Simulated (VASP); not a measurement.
# BaTe (Pm-3m) in VASP: G0W0 quasiparticle levels with PBE

Aim: the G0W0 quasiparticle levels of BaTe with PBE.

All numbers are computed with VASP 6.6.1; they aren't measurements. Logs are shortened: lines on timing, memory, paths and dates and some standing lists are left out, and cuts for length are marked.

### Step 1. The cell of the first run

Symmetry: Pm-3m, No. 221, cubic system. Conventional cell: a = 4.245 Å, b = 4.245 Å, c = 4.245 Å, α = 90.00°, β = 90.00°, γ = 90.00°. Ba (site symmetry m-3m) has 8 Te at 3.68 Å and 6 Ba at 4.24 Å within 4.8 Å. Within 4.8 Å of Te (site symmetry m-3m) lie 8 Ba at 3.68 Å and 6 Te at 4.24 Å.

### Step 2. G0W0 quasiparticle levels, PBE

Input file POSCAR:

```
BaTe
1.0
    4.2448181592      0.0000000000      0.0000000000
    0.0000000000      4.2448181592      0.0000000000
    0.0000000000      0.0000000000      4.2448181592
Ba Te
1 1
Direct
    0.0000000000      0.0000000000      0.0000000000
    0.5000000000      0.5000000000      0.5000000000
```

Input file INCAR.step1:

```
PREC = Accurate ; ENCUT = 500
EDIFF = 1E-8 ; ISMEAR = 0
SIGMA = 0.01 ; LREAL = False
LASPH = True ; NELM = 80
ALGO = Normal ; LWAVE = True
LCHARG = False ; GGA = PE
```

Input file INCAR.step2:

```
PREC = Accurate ; ENCUT = 500
EDIFF = 1E-8 ; ISMEAR = 0
SIGMA = 0.01 ; LREAL = False
LASPH = True ; NELM = 1
ALGO = Exact ; LWAVE = True
LCHARG = False ; GGA = PE
NBANDS = 181 ; LOPTICS = True
ISTART = 1
```

Input file INCAR.step3:

```
PREC = Accurate ; ENCUT = 500
EDIFF = 1E-8 ; ISMEAR = 0
SIGMA = 0.01 ; LREAL = False
LASPH = True ; ALGO = EVGW0
LWAVE = False ; LCHARG = False
GGA = PE ; NELMGW = 1
NBANDS = 181 ; ENCUTGW = 100.0
NOMEGA = 96 ; PRECFOCK = Fast
ISTART = 1 ; NBANDSGW = 16
OMEGAMAX = 20
```

Input file KPOINTS:

```
regular mesh
0
Gamma
  4 4 4
```

Potentials or basis: VASP PAW PBE potentials, release 64 (Ba_sv_GW, Te_GW).

Run with:

```console
cat potpaw_PBE.64/Ba_sv_GW/POTCAR potpaw_PBE.64/Te_GW/POTCAR > POTCAR
cp INCAR.step1 INCAR
mpirun -np 1 vasp_std > vasp.out
cp INCAR.step2 INCAR
mpirun -np 1 vasp_std > vasp.out
cp INCAR.step3 INCAR
mpirun -np 1 vasp_std > vasp.out
```

OUTCAR:

```text
PREC = Accurate
   ENCUT = 500
   EDIFF = 1E-8
   ISMEAR = 0
   LREAL = False
   LASPH = True
   GGA = PE
   NELMGW = 1
   ENCUTGW = 100.0
   PRECFOCK = Fast
   ISTART = 1

 ion  position               nearest neighbor table
   1  0.000  0.000  0.000-
   2  0.500  0.500  0.500-

  LATTYP: Found a simple cubic cell.
 ALAT       =     4.2448181592

  Lattice vectors:

 A1 = (   4.2448181592,   0.0000000000,   0.0000000000)
 A2 = (   0.0000000000,   4.2448181592,   0.0000000000)
 A3 = (   0.0000000000,   0.0000000000,   4.2448181592)

Analysis of symmetry for initial positions (statically):
=====================================================================
 Subroutine PRICEL returns:
 Original cell was already a primitive cell.

 Routine SETGRP: Setting up the symmetry group for a
 simple cubic supercell.

 Subroutine GETGRP returns: Found 48 space group operations
 (whereof 48 operations were pure point group operations)
 out of a pool of 48 trial point group operations.

The static configuration has the point symmetry O_h .

Analysis of symmetry for dynamics (positions and initial velocities):
=====================================================================
 Subroutine PRICEL returns:
 Original cell was already a primitive cell.

 Routine SETGRP: Setting up the symmetry group for a
 simple cubic supercell.

 Subroutine GETGRP returns: Found 48 space group operations
 (whereof 48 operations were pure point group operations)
 out of a pool of 48 trial point group operations.

The dynamic configuration has the point symmetry O_h .

 Subroutine INISYM returns: Found 48 space group operations
 (whereof 48 operations are pure point group operations),
 and found     1 'primitive' translations

----------------------------------------------------------------------------------------

                                     Primitive cell

  volume of cell :      76.4852

  direct lattice vectors                    reciprocal lattice vectors
     4.244818159  0.000000000  0.000000000     0.235581352  0.000000000  0.000000000
     0.000000000  4.244818159  0.000000000     0.000000000  0.235581352  0.000000000
     0.000000000  0.000000000  4.244818159     0.000000000  0.000000000  0.235581352

[... 48 lines left out ...]
  0.500000  0.500000  0.250000      6.000000
  0.500000  0.500000  0.500000      1.000000
   k-points           NKPTS =     10   k-points in BZ     NKDIM =     64   number of bands    NBANDS=    181
   number of dos      NEDOS =    301   number of ions     NIONS =      2
   total plane-waves  NPLWV =  32768
   dimension x,y,z NGX =    32 NGY =   32 NGZ =   32
   dimension x,y,z NGXF=    64 NGYF=   64 NGZF=   64
   ions per type =               1   1
   NGX,Y,Z   is equivalent  to a cutoff of  12.53, 12.53, 12.53 a.u.
   NGXF,Y,Z  is equivalent  to a cutoff of  25.07, 25.07, 25.07 a.u.
 SYSTEM =  unknown system
   PREC   = accura    normal or accurate (medium, high low for compatibility)
   ISTART =      1    job   : 0-new  1-cont  2-samecut
   ICHARG =      0    charge: 1-file 2-atom 10-const
   ISPIN  =      1    spin polarized calculation?
   LNONCOLLINEAR =      F non collinear calculations
   LSORBIT =      F    spin-orbit coupling
   LASPH  =      T    aspherical Exc in radial PAW
   ENCUT  =  500.0 eV  36.75 Ry    6.06 a.u.   7.74  7.74  7.74*2*pi/ulx,y,z
   NELM   =     60;   NELMIN=  2; NELMDL=  0     # of ELM steps
   EDIFF  = 0.1E-07   stopping-criterion for ELM
   LREAL  =      F    real-space projection
   EDIFFG = 0.1E-06   stopping-criterion for IOM
   NSW    =      0    number of steps for IOM
   IBRION =     -1    ionic relax: 0-MD 1-quasi-New 2-CG
   NFREE  =      0    steps in history (QN), initial steepest desc. (CG)
   ISIF   =      0    stress and relaxation
   ISYM   =      3    0-nonsym 1-usesym 2-fastsym
   POTIM  = 0.5000    time-step for ionic-motion
   TEBEG  =    0.0;   TEEND  =   0.0 temperature during run
   PSTRESS=    0.0 pullay stress
   NELECT =      16.0000    total number of electrons
   NUPDOWN=      -1.0000    fix difference up-down
   EMIN   =  10.00;   EMAX   =-10.00  energy-range for DOS
   EFERMI =   0.00;   METHOD = LEGACY
   ISMEAR =     0;   SIGMA  =   0.01  broadening in eV -4-tet -1-fermi 0-gaus
   EFERMI_NEDOS =   21; number of points for ismear=-14 and -15
   IALGO  =     38    algorithm
   IMIX   =      4    mixing-type and parameters
     AMIX     =   0.40;   BMIX     =  1.00
     AMIX_MAG =   1.60;   BMIX_MAG =  1.00
  volume/ion in A,a.u.               =      38.24       258.07
  Fermi-wavevector in a.u.,A,eV,Ry     =   0.971827  1.836487 12.849998  0.944448
  Thomas-Fermi vector in A             =   2.102076
   LORBIT       =      0    0 simple, 1 ext, 2 COOP (PROOUT), +10 PAW based schemes
   GGA     = PE    functional components
   LHFCALC =     T    Hartree Fock is set to
   PRECFOCK=fast      Normal, Fast or Accurate (Low or Medium for compatibility)
   ENCUT4O =  -1.0   cutoff for four orbital integrals eV
   NKREDX  =     1    reduce k-point grid by
   NKREDY  =     1    reduce k-point grid by
   NKREDZ  =     1    reduce k-point grid by
   AEXX    =    1.0000 exact exchange contribution
   HFSCREEN=    0.0000 screening length (either q_TF or 0.3 A-1)
   HFSCREENC=   0.0000 screening length for correlation (either q_TF or 0.3 A-1)
   ENCUTFOCK=  -1.0 apply spherical cutoff to Coloumb kernel
   IVDW    =     0    specifies the selected vdW correction
   LEPSILON=     F    determine dielectric tensor
   LRPA    =     F    only Hartree local field effects (RPA)
   LRPAFORCE           =     F    calculate RPA forces
   ENCUTGW             = 100.0    cutoff for response function in eV
   ENCUTGWSOFT         =  80.0    soft cutoff for Coulomb kernel in GW response function in eV
   ENCUTLF             =  -1.0    cutoff for local field effects
   NELMGW              =     1    number of iterations in solving QP/BSE equation
   NELMHF              =     1    number of iterations in the inner HF iteration
   NKREDLFX            =     1    NKREDLFY  =   1   NKREDLFZ  =   1
 non-spin polarized calculation
 Gauss-broadening in eV      SIGMA  =   0.01
  energy-cutoff  :      500.00
  volume of cell :       76.49
 maximum number of plane-waves:      1956
 NGX is ok and might be reduce to    32
  NGX = 18; NGY = 18; NGZ = 18
   NGX = 15   NGY = 15   NGZ = 15
 maximum number of plane-waves:       180
 NGX is ok and might be reduce to    14

 QP shifts <psi_nk| G(iteration)W_0 |psi_nk>: iteration 1
 for sc-GW calculations column KS-energies equals QP-energies in previous step
 and V_xc(KS)=  KS-energies - (<T + V_ion + V_H > + <T+V_H+V_ion>^1  + <V_x>^1)

 k-point   1 :       0.0000    0.0000    0.0000
  band No.  KS-energies  QP-energies   sigma(KS)   V_xc(KS)     V^pw_x(r,r')   Z            occupation Imag(sigma)

      1     -22.7754     -22.9493     -15.4710     -15.1553     -24.3584       0.5508       2.0000       0.8474
      2      -7.8106      -8.8135     -15.3157     -13.8971     -18.9499       0.7069       2.0000       0.1718
      3      -7.8106      -8.8135     -15.3157     -13.8971     -18.9499       0.7069       2.0000       0.1718
      4      -7.8106      -8.8135     -15.3157     -13.8971     -18.9499       0.7069       2.0000       0.1718
      5      -5.0995      -5.5528     -11.6360     -10.9285     -17.0970       0.6407       2.0000       0.9177
      6       4.8916       4.2965     -11.2608     -10.4683     -12.5382       0.7509       2.0000       0.0525
[... 175 lines left out ...]
      2      -8.0882      -9.0882     -15.0385     -13.6152     -18.7218       0.7026       2.0000       0.1635
      3      -8.0882      -9.0882     -15.0385     -13.6152     -18.7218       0.7026       2.0000       0.1635
      4      -8.0882      -9.0882     -15.0385     -13.6152     -18.7218       0.7026       2.0000       0.1635
      5      -4.1516      -4.5846     -12.0830     -11.4721     -17.1147       0.7089       2.0000       0.8306
      6       2.3623       1.6684     -10.3399      -9.3651     -12.3982       0.7119       2.0000       0.1157
[... 8 lines left out ...]
     15      11.7126      12.4311     -10.2309     -11.2204      -4.9816       0.7261       0.0000      -0.3202
     16      11.7126      12.4311     -10.2309     -11.2204      -4.9816       0.7261       0.0000      -0.3202
```

OUTCAR.step1:

```text
PREC = Accurate
   ENCUT = 500
   EDIFF = 1E-8
   ISMEAR = 0
   LREAL = False
[... 355 lines left out ...]
      0.00000      0.00000      0.00000         0.000000      0.000000      0.000000
      2.12241      2.12241      2.12241         0.000000      0.000000      0.000000
 -----------------------------------------------------------------------------------
    total drift:                                0.000000      0.000000     -0.000000

  FREE ENERGIE OF THE ION-ELECTRON SYSTEM (eV)
  ---------------------------------------------------
  free  energy   TOTEN  =        -9.6577163510 eV

  energy  without entropy=       -9.6577163510  energy(sigma->0) =       -9.65771635
```

Run time: 4 min. Hardware: 1 thread of Intel Xeon 6975P-C (Granite Rapids), shared host; peak memory 1.1 GiB.

Results:

| Item | Value |
| --- | --- |
| Quasiparticle gap | 1.57 eV |
| Least direct quasiparticle gap | 1.78 eV |
| Band gap of the starting levels on the mesh | 0.84 eV |
| Least direct gap of the starting levels on the mesh | 1.05 eV |

Caveat: the k points lie up to 0.37 Å⁻¹ apart; bands, screening cutoff and mesh are small and nothing is extrapolated, so the quasiparticle values aren't converged; the structure was generated, so it needn't be the stable form of BaTe; spin-orbit coupling is left out, which moves the levels of the heavy elements.
